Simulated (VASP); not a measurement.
# NaGeCl2F6 (Fm-3m) in VASP: single point with r2SCAN

Aim: the single point of NaGeCl2F6 with r2SCAN.

Program: VASP 6.6.1. These are calculated values, not measurements. Logs are shortened: lines on timing, memory, paths and dates and some standing lists are left out, and cuts for length are marked.

### Step 1. The cell of the first run

Symmetry: Fm-3m, No. 225, cubic system. The conventional cell has a = 8.406 Å, b = 8.406 Å, c = 8.406 Å, α = 90.00°, β = 90.00°, γ = 90.00°. F (site symmetry 4mm) has 1 Ge at 2.02 Å and 1 Na at 2.19 Å within 2.7 Å. Na (site symmetry m-3m) has 6 F at 2.19 Å within 2.9 Å. Ge (site symmetry m-3m) has 6 F at 2.02 Å within 2.7 Å. Within 3.9 Å of Cl (site symmetry -43m) lie 12 F at 2.97 Å and 4 Na at 3.64 Å and 4 Ge at 3.64 Å.

### Step 2. Single point, r2SCAN

Input file POSCAR:

```
NaGeCl2F6
1.0
    0.0000000000      4.2030610000      4.2030610000
    4.2030610000      0.0000000000      4.2030610000
    4.2030610000      4.2030610000      0.0000000000
F Na Ge Cl
6 1 1 2
Direct
    0.7600000000      0.2400000000      0.2400000000
    0.2400000000      0.7600000000      0.2400000000
    0.2400000000      0.7600000000      0.7600000000
    0.7600000000      0.2400000000      0.7600000000
    0.2400000000      0.2400000000      0.7600000000
    0.7600000000      0.7600000000      0.2400000000
    0.5000000000      0.5000000000      0.5000000000
    0.0000000000      0.0000000000      0.0000000000
    0.2500000000      0.2500000000      0.2500000000
    0.7500000000      0.7500000000      0.7500000000
```

Input file INCAR.step1:

```
SYSTEM = NaGeCl2F6
ALGO = Normal
EDIFF = 1E-4
ENCUT = 520
GGA = PE
ISMEAR = 1
LASPH = .TRUE.
LCHARG = .FALSE.
LREAL = .FALSE.
LWAVE = .TRUE.
NBANDS = 50
NELM = 80
PREC = Accurate
SIGMA = 0.0282
```

Input file INCAR.step2:

```
SYSTEM = NaGeCl2F6
ALGO = Normal
EDIFF = 1E-6
ENCUT = 520
ISIF = 2
ISMEAR = 1
ISTART = 1
LASPH = .TRUE.
LCHARG = .FALSE.
LMIXTAU = .TRUE.
LREAL = .FALSE.
LWAVE = .FALSE.
METAGGA = R2SCAN
NBANDS = 50
NELM = 80
PREC = Accurate
SIGMA = 0.0282
```

Input file KPOINTS:

```
k-points
0
G
  5 5 5
  0 0 0
```

Potentials or basis: VASP PAW PBE potentials, release 64 (F, Na_pv, Ge_d, Cl).

The run is started by

```bash
cat potpaw_PBE.64/F/POTCAR potpaw_PBE.64/Na_pv/POTCAR potpaw_PBE.64/Ge_d/POTCAR potpaw_PBE.64/Cl/POTCAR > POTCAR
cp INCAR.step1 INCAR
mpirun -np 1 vasp_std > vasp.out
cp INCAR.step2 INCAR
mpirun -np 1 vasp_std > vasp.out
```

OUTCAR:

```text
SYSTEM = NaGeCl2F6
   EDIFF = 1E-6
   ENCUT = 520
   ISIF = 2
   ISMEAR = 1
   ISTART = 1
   LASPH = .TRUE.
   LREAL = .FALSE.
   METAGGA = R2SCAN
   NELM = 80
   PREC = Accurate

 ion  position               nearest neighbor table
   1  0.760  0.240  0.240-   8 2.02   7 2.19
   2  0.240  0.760  0.240-   8 2.02   7 2.19
   3  0.240  0.760  0.760-   8 2.02   7 2.19
   4  0.760  0.240  0.760-   8 2.02   7 2.19
   5  0.240  0.240  0.760-   8 2.02   7 2.19
   6  0.760  0.760  0.240-   8 2.02   7 2.19
   7  0.500  0.500  0.500-   1 2.19   2 2.19   3 2.19   4 2.19   5 2.19   6 2.19
   8  0.000  0.000  0.000-   1 2.02   2 2.02   3 2.02   4 2.02   5 2.02   6 2.02
   9  0.250  0.250  0.250-
  10  0.750  0.750  0.750-

  LATTYP: Found a face centered cubic cell.
 ALAT       =     8.4061220000

  Lattice vectors:

 A1 = (   0.0000000000,   4.2030610000,   4.2030610000)
 A2 = (   4.2030610000,   0.0000000000,   4.2030610000)
 A3 = (   4.2030610000,   4.2030610000,   0.0000000000)

Analysis of symmetry for initial positions (statically):
=====================================================================
 Subroutine PRICEL returns:
 Original cell was already a primitive cell.

 Routine SETGRP: Setting up the symmetry group for a
 face centered cubic supercell.

 Subroutine GETGRP returns: Found 48 space group operations
 (whereof 48 operations were pure point group operations)
 out of a pool of 48 trial point group operations.

The static configuration has the point symmetry O_h .

Analysis of symmetry for dynamics (positions and initial velocities):
=====================================================================
 Subroutine PRICEL returns:
 Original cell was already a primitive cell.

 Routine SETGRP: Setting up the symmetry group for a
 face centered cubic supercell.

 Subroutine GETGRP returns: Found 48 space group operations
 (whereof 48 operations were pure point group operations)
 out of a pool of 48 trial point group operations.

The dynamic configuration has the point symmetry O_h .

 Subroutine INISYM returns: Found 48 space group operations
 (whereof 48 operations are pure point group operations),
 and found     1 'primitive' translations

----------------------------------------------------------------------------------------

                                     Primitive cell

  volume of cell :     148.5002

  direct lattice vectors                    reciprocal lattice vectors
     0.000000000  4.203061000  4.203061000    -0.118960919  0.118960919  0.118960919
     4.203061000  0.000000000  4.203061000     0.118960919 -0.118960919  0.118960919
     4.203061000  4.203061000  0.000000000     0.118960919  0.118960919 -0.118960919

  length of vectors
     5.944025870  5.944025870  5.944025870     0.206046356  0.206046356  0.206046356

  position of ions in fractional coordinates (direct lattice)
     0.760000000  0.240000000  0.240000000
     0.240000000  0.760000000  0.240000000
     0.240000000  0.760000000  0.760000000
     0.760000000  0.240000000  0.760000000
     0.240000000  0.240000000  0.760000000
     0.760000000  0.760000000  0.240000000
     0.500000000  0.500000000  0.500000000
     0.000000000  0.000000000  0.000000000
     0.250000000  0.250000000  0.250000000
     0.750000000  0.750000000  0.750000000

  ion indices of the primitive-cell ions
   primitive index   ion index
                 1           1
                 2           2
                 3           3
                 4           4
                 5           5
                 6           6
                 7           7
                 8           8
                 9           9
                10          10

----------------------------------------------------------------------------------------

 KPOINTS: k-points

Automatic generation of k-mesh.
 Grid dimensions read from file:
 generate k-points for:    5    5    5

 Generating k-lattice:

  Cartesian coordinates                     Fractional coordinates (reciprocal lattice)
    -0.023792184  0.023792184  0.023792184     0.200000000  0.000000000  0.000000000
     0.023792184 -0.023792184  0.023792184     0.000000000  0.200000000  0.000000000
     0.023792184  0.023792184 -0.023792184     0.000000000  0.000000000  0.200000000

  Length of vectors
     0.041209271  0.041209271  0.041209271

  Shift w.r.t. Gamma in fractional coordinates (k-lattice)
     0.000000000  0.000000000  0.000000000

 Subroutine IBZKPT returns following result:
 ===========================================

 Found     10 irreducible k-points:

 Following reciprocal coordinates:
            Coordinates               Weight
  0.000000  0.000000  0.000000      1.000000
  0.200000  0.000000  0.000000      8.000000
  0.400000  0.000000  0.000000      8.000000
  0.200000  0.200000  0.000000      6.000000
  0.400000  0.200000  0.000000     24.000000
 -0.400000  0.200000  0.000000     24.000000
 -0.200000  0.200000  0.000000     12.000000
  0.400000  0.400000  0.000000      6.000000
 -0.400000  0.400000  0.000000     12.000000
 -0.400000  0.400000  0.200000     24.000000
   k-points           NKPTS =     10   k-points in BZ     NKDIM =     10   number of bands    NBANDS=     50
   number of dos      NEDOS =    301   number of ions     NIONS =     10
   total plane-waves  NPLWV = 110592
   dimension x,y,z NGX =    48 NGY =   48 NGZ =   48
   dimension x,y,z NGXF=    96 NGYF=   96 NGZF=   96
   ions per type =               6   1   1   2
   NGX,Y,Z   is equivalent  to a cutoff of  13.42, 13.42, 13.42 a.u.
   NGXF,Y,Z  is equivalent  to a cutoff of  26.85, 26.85, 26.85 a.u.
 SYSTEM =  NaGeCl2F6
   PREC   = accura    normal or accurate (medium, high low for compatibility)
   ISTART =      1    job   : 0-new  1-cont  2-samecut
   ICHARG =      0    charge: 1-file 2-atom 10-const
   ISPIN  =      1    spin polarized calculation?
   LNONCOLLINEAR =      F non collinear calculations
   LSORBIT =      F    spin-orbit coupling
   LASPH  =      T    aspherical Exc in radial PAW
   ENCUT  =  520.0 eV  38.22 Ry    6.18 a.u.  11.05 11.05 11.05*2*pi/ulx,y,z
   NELM   =     80;   NELMIN=  2; NELMDL=  0     # of ELM steps
   EDIFF  = 0.1E-05   stopping-criterion for ELM
   LREAL  =      F    real-space projection
   EDIFFG = 0.1E-04   stopping-criterion for IOM
   NSW    =      0    number of steps for IOM
   IBRION =     -1    ionic relax: 0-MD 1-quasi-New 2-CG
   NFREE  =      0    steps in history (QN), initial steepest desc. (CG)
   ISIF   =      2    stress and relaxation
   ISYM   =      2    0-nonsym 1-usesym 2-fastsym
   POTIM  = 0.5000    time-step for ionic-motion
   TEBEG  =    0.0;   TEEND  =   0.0 temperature during run
   PSTRESS=    0.0 pullay stress
   NELECT =      77.0000    total number of electrons
   NUPDOWN=      -1.0000    fix difference up-down
   EMIN   =  10.00;   EMAX   =-10.00  energy-range for DOS
   EFERMI =   0.00;   METHOD = LEGACY
   ISMEAR =     1;   SIGMA  =   0.03  broadening in eV -4-tet -1-fermi 0-gaus
   EFERMI_NEDOS =   21; number of points for ismear=-14 and -15
   IALGO  =     38    algorithm
   IMIX   =      4    mixing-type and parameters
     AMIX     =   0.40;   BMIX     =  1.00
     AMIX_MAG =   1.60;   BMIX_MAG =  1.00
  volume/ion in A,a.u.               =      14.85       100.21
  Fermi-wavevector in a.u.,A,eV,Ry     =   1.315213  2.485392 23.535152  1.729785
  Thomas-Fermi vector in A             =   2.445411
   LORBIT       =      0    0 simple, 1 ext, 2 COOP (PROOUT), +10 PAW based schemes
   METAGGA = R2SCAN    functional components
   LHFCALC =     F    Hartree Fock is set to
   AEXX    =    0.0000 exact exchange contribution
   IVDW    =     0    specifies the selected vdW correction
   LEPSILON=     F    determine dielectric tensor
   LRPA    =     F    only Hartree local field effects (RPA)
 non-spin polarized calculation
 Methfessel and Paxton  Order N= 1 SIGMA  =   0.03
  energy-cutoff  :      520.00
  volume of cell :      148.50
 maximum number of plane-waves:      4023
 NGX is ok and might be reduce to    48
   NGX = 23   NGY = 23   NGZ = 23

 number of electron      77.0000057 magnetization

 Free energy of the ion-electron system (eV)
  ---------------------------------------------------
  ext. energy  EPLUGINS =         0.00000000
  ---------------------------------------------------
  free energy    TOTEN  =       -62.30273561 eV

  energy without entropy =      -62.30203163  energy(sigma->0) =      -62.30250095

 E-fermi :  -1.4570     XC(G=0):  -9.8879

 val. band max:       -1.4611570139   @ k =   0.2000   0.2000   0.0000
 cond. band min:      -1.4527036283   @ k =  -0.4000   0.2000   0.0000
 fundamental gap:      0.0084533856
 Fermi energy:        -1.4570138945

 k-point     1 :       0.0000    0.0000    0.0000
  band No.  band energies     occupation
      1     -26.7346      2.00000
      2     -26.7346      2.00000
      3     -26.5185      2.00000
      4     -26.5185      2.00000
      5     -26.5184      2.00000
      6     -24.1110      2.00000
[... 42 lines left out ...]
     49      12.9034      0.00000
     50      12.9035      0.00000

 k-point     2 :       0.2000    0.0000    0.0000
  band No.  band energies     occupation
      1     -26.7352      2.00000
      2     -26.7352      2.00000
      3     -26.5185      2.00000
      4     -26.5184      2.00000
      5     -26.5184      2.00000
      6     -24.1026      2.00000
[... 42 lines left out ...]
     49      12.6196      0.00000
     50      12.6196      0.00000

 k-point     3 :       0.4000    0.0000    0.0000
  band No.  band energies     occupation
      1     -26.7362      2.00000
      2     -26.7362      2.00000
      3     -26.5185      2.00000
      4     -26.5184      2.00000
      5     -26.5184      2.00000
      6     -24.0887      2.00000
[... 360 lines left out ...]
     49      12.9069      0.00000
     50      12.9296      0.00000

 k-point    10 :      -0.4000    0.4000    0.2000
  band No.  band energies     occupation
      1     -26.7367      2.00000
      2     -26.7356      2.00000
      3     -26.5185      2.00000
      4     -26.5184      2.00000
      5     -26.5184      2.00000
      6     -24.0399      2.00000
[... 42 lines left out ...]
     49      12.6687      0.00000
     50      12.8586      0.00000

------------------------ aborting loop because EDIFF is reached ----------------------------------------

  FORCE on cell =-STRESS in cart. coord.  units (eV):
  Direction    XX          YY          ZZ          XY          YZ          ZX
  --------------------------------------------------------------------------------------
  -------------------------------------------------------------------------------------
  Total      -10.8075108    -10.8075108    -10.8075108     -0.0000000      0.0000000     -0.0000000
  in kB     -116.6028553   -116.6028553   -116.6028553     -0.0000000      0.0000000     -0.0000000
  external PRESSURE =    -116.6028553 kB  Pullay stress =       0.0000000 kB

 VOLUME and BASIS-vectors are now :
 -----------------------------------------------------------------------------
  energy-cutoff  :      520.00
  volume of cell :      148.50
      direct lattice vectors                 reciprocal lattice vectors
     0.000000000  4.203061000  4.203061000    -0.118960919  0.118960919  0.118960919
     4.203061000  0.000000000  4.203061000     0.118960919 -0.118960919  0.118960919
     4.203061000  4.203061000  0.000000000     0.118960919  0.118960919 -0.118960919

 POSITION                                       TOTAL-FORCE (eV/Angst)
 -----------------------------------------------------------------------------------
      2.01747      4.20306      4.20306        -3.006890      0.000000      0.000000
      4.20306      2.01747      4.20306         0.000000     -3.006890      0.000000
      6.38865      4.20306      4.20306         3.006890      0.000000      0.000000
      4.20306      6.38865      4.20306         0.000000      3.006890      0.000000
      4.20306      4.20306      2.01747         0.000000      0.000000     -3.006890
      4.20306      4.20306      6.38865         0.000000      0.000000      3.006890
      4.20306      4.20306      4.20306         0.000000      0.000000      0.000000
      0.00000      0.00000      0.00000         0.000000      0.000000      0.000000
      2.10153      2.10153      2.10153         0.000000      0.000000      0.000000
      6.30459      6.30459      6.30459         0.000000     -0.000000     -0.000000
 -----------------------------------------------------------------------------------
    total drift:                                0.000000      0.000000      0.000000

  FREE ENERGIE OF THE ION-ELECTRON SYSTEM (eV)
  ---------------------------------------------------
  free  energy   TOTEN  =       -62.3027356079 eV

  energy  without entropy=      -62.3020316294  energy(sigma->0) =      -62.30250095
```

Run time: 5.5 min. Hardware: 1 thread of Intel Xeon Platinum 8259CL at 2.50GHz (Skylake/Cascade Lake), shared host; peak memory 0.4 GiB.

What came out:

- Free energy: -62.3027 eV
- Pressure: -11.7 GPa
- Largest force: 3.007 eV/Å
- Band gap on the k mesh: zero (an odd number of electrons rules out a gap without spin polarisation)

Forces on the atoms (eV/Å):
```
F   -3.007  0.000  0.000
F    0.000 -3.007  0.000
F    3.007  0.000  0.000
F    0.000  3.007  0.000
F    0.000  0.000 -3.007
F    0.000  0.000  3.007
Na   0.000  0.000  0.000
Ge   0.000  0.000  0.000
Cl   0.000  0.000  0.000
Cl   0.000  0.000  0.000
```

Caveat: the cell stands under tension; the PAW data sets were made with another functional, which shifts forces and pressure a little; an odd number of electrons without spin polarisation forces a metal; a magnetic or distorted state may lie lower.
